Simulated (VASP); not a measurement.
A run of VASP 6.6.1 is set up as follows.

Contents of INCAR:

```
ALGO = Fast
EDIFF = 1E-7
ENCUT = 520
GGA = PE
ISIF = 2
ISMEAR = 0
LASPH = T
LCHARG = T
LELF = T
LREAL = F
LVHAR = T
LWAVE = F
NBANDS = 16
NELM = 60
PREC = Accurate
SIGMA = 0.1
```

Contents of KPOINTS:

```
k-points
0
Gamma
  15 15 8
```

File POSCAR:

```
NaAg
1.0
    3.0993941501      0.0000000000      0.0000000000
   -1.5496970750      2.6841540704      0.0000000000
    0.0000000000      0.0000000000      5.1606960837
Na Ag
1 1
Direct
    0.3333333333      0.6666666667      0.5000000000
    0.0000000000      0.0000000000      0.0000000000
```

Potentials or basis: VASP PAW PBE potentials, release 64 (Na_pv, Ag).

Run with:

```sh
$ cat potpaw_PBE.64/Na_pv/POTCAR potpaw_PBE.64/Ag/POTCAR > POTCAR
$ mpirun -np 1 vasp_std > vasp.out
```

Task: Estimate the pressure.

Result: 0.0 GPa.

Task: Estimate the band gap on the k mesh.

Result: Zero (bands 9 and 10 overlap by 5.86 eV).
